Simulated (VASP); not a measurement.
# LiH: single point with PBE

Crystal: LiH.

```
Li H
1.0
     0.00000    2.19510    2.03250
     2.19510    0.00000    2.03250
     2.19510    2.19510    0.00000
Li H
1 1
Direct
  0.00000 0.00000 0.00000
  0.50000 0.50000 0.50000
```

This cell differs from its parent crystal: strain +0.080 along x and y, +0.000 along z.

```
Program             : VASP 6.6.1
Task                : single point
Functional          : PBE
Potentials or basis : VASP PAW PBE potentials, release 64 (Li_sv, H)
Cutoff              : 520 eV
k mesh              : 10 × 10 × 10
Occupations         : gaussian, width 0.05 eV
Spin                : no spin polarisation
```

The band gap on the k mesh is 2.47 eV, indirect (least direct gap 2.98 eV).

Levels at points of the mesh, in eV from the valence-band top:
```csv
k point,band 1,band 2,band 3,band 4,band 5,band 6
"(0.00, 0.00, 0.00)",-44.87,-5.05,13.31,15.29,15.90,15.90
"(0.50, 0.00, 0.00)",-44.84,-2.46,4.17,11.52,13.85,15.44
"(0.50, 0.50, 0.00)",-44.83,0.00,3.40,8.86,8.86,11.82
"(0.50, 0.00, 0.50)",-44.84,-0.51,2.47,9.66,10.27,12.91
```

It took 5.9 s on 1 thread of Intel(R) Xeon(R) 6975P-C (Granite Rapids), with other jobs on the host, peak memory 0.14 GiB.

Caveat: the cell differs from its parent crystal (strain +0.080 along x and y, +0.000 along z). A k mesh can miss the band edges.
